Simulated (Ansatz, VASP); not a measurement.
SiGe: VASP beside Ansatz

```
Si Ge
1.0
     3.86159    0.00000    0.00000
    -1.93080    3.34424    0.00000
     0.00000    0.00000    6.37835
Si Ge
2 2
Direct
  0.33333 0.66667 0.00002
  0.66667 0.33333 0.50002
  0.33333 0.66667 0.37398
  0.66667 0.33333 0.87398
```

Alike in both runs: task single point; functional PBEsol; k mesh 9 × 9 × 6; no spin polarisation.

```csv
,VASP,Ansatz
version,VASP 6.6.1,Ansatz 0.2.0
potentials or method,"VASP PAW PBE potentials, release 64 (Si, Ge_d), cutoff 500 eV","scalar-relativistic, plane waves, PAW"
occupations,"gaussian, width 0.01 eV",fixed
valence electrons in the cell,36,36
```

|  | VASP | Ansatz | Ansatz less VASP |
| --- | --- | --- | --- |
| gap on the k mesh at the Fermi level (eV) | 0.33 | 0.33 | 0.000 |
| least direct gap on the mesh (eV) | 0.49 | 0.48 | -0.005 |

VASP's potentials were made for PBE, not for PBEsol, and Ansatz warns of the same on its side.
